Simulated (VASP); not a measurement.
The system is C.

```xyz
2
Lattice="0.0000 1.7801 1.7534 1.7801 0.0000 1.7534 1.7801 1.7801 0.0000" Properties=species:S:1:pos:R:3 pbc="T T T"
C     1.7801    1.7801    1.7534
C     2.6702    2.6702    2.6302
```

This cell differs from its parent crystal: strain -0.0150 x Voigt [0, 0, 1, 0, 0, 0].

Base run:

| Quantity | Value |
| --- | --- |
| Program | VASP 6.6.1 |
| Functional | r2SCAN |
| Potentials or basis | VASP PAW PBE potentials, release 64 (C_h) |
| Cutoff | 910 eV |
| k mesh | 12 × 12 × 12 |
| Occupations | gaussian, width 0.05 eV |
| Spin | no spin polarisation |

Its results: band gap on the k mesh 4.02 eV, indirect (least direct gap 5.64 eV); pressure 6.1 GPa.

Problem. The run is repeated on the same cell with these changes: potentials or basis from VASP PAW PBE potentials, release 64 (C_h) to VASP PAW PBE potentials, release 64 (C); cutoff from 910 eV to 520 eV. What comes out?

Solution. Band gap on the k mesh 3.98 eV, indirect (least direct gap 5.60 eV); pressure 8.2 GPa.

Caveats: the PAW data sets were made with another functional, which shifts forces and pressure a little; the cutoff is under 1.25 times the usual one of these potentials, so pressure, stress and relaxed cells hold a basis-set (Pulay) error (some runs).

A k mesh can miss the band edges.
